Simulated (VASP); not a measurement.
Here is a VASP 6.6.1 calculation.

The input INCAR:

```
SYSTEM = Cr
PREC = Accurate ; ENCUT = 520
EDIFF = 1E-7 ; ISMEAR = 0
SIGMA = 0.15 ; LREAL = .FALSE.
LASPH = .TRUE. ; NELM = 80
ALGO = Fast ; ISIF = 2
LWAVE = .FALSE. ; LCHARG = .FALSE.
GGA = PE ; NBANDS = 12
```

Contents of KPOINTS:

```
regular mesh
0
G
  26 26 26
  0 0 0
```

File POSCAR:

```
Cr
1.0
   -1.5222193075      1.5222193075      1.2938864114
    1.5222193075     -1.5222193075      1.2938864114
    1.5222193075      1.5222193075     -1.2938864114
Cr
1
Direct
    0.0000000000      0.0000000000      0.0000000000
```

Potentials or basis: VASP PAW PBE potentials, release 64 (Cr_pv).

The run is started by

```sh
$ cat potpaw_PBE.64/Cr_pv/POTCAR > POTCAR
$ mpirun -np 1 vasp_std > vasp.out
```

Q: Predict the pressure.

A: -5.5 GPa.

Q: What does it give for the band gap on the k mesh?

A: Zero (band 6 reaches 12.77 eV, above the bottom of band 7 at 9.51 eV).

Stress tensor (GPa, compression positive):
```
-18.52   0.00   0.00
  0.00 -18.52   0.00
  0.00   0.00  20.45
```

Caveat: the run has no spin polarisation, though such a crystal can be magnetic. Spin polarisation is off, so any magnetic state and its effect on volume and gap are missing.
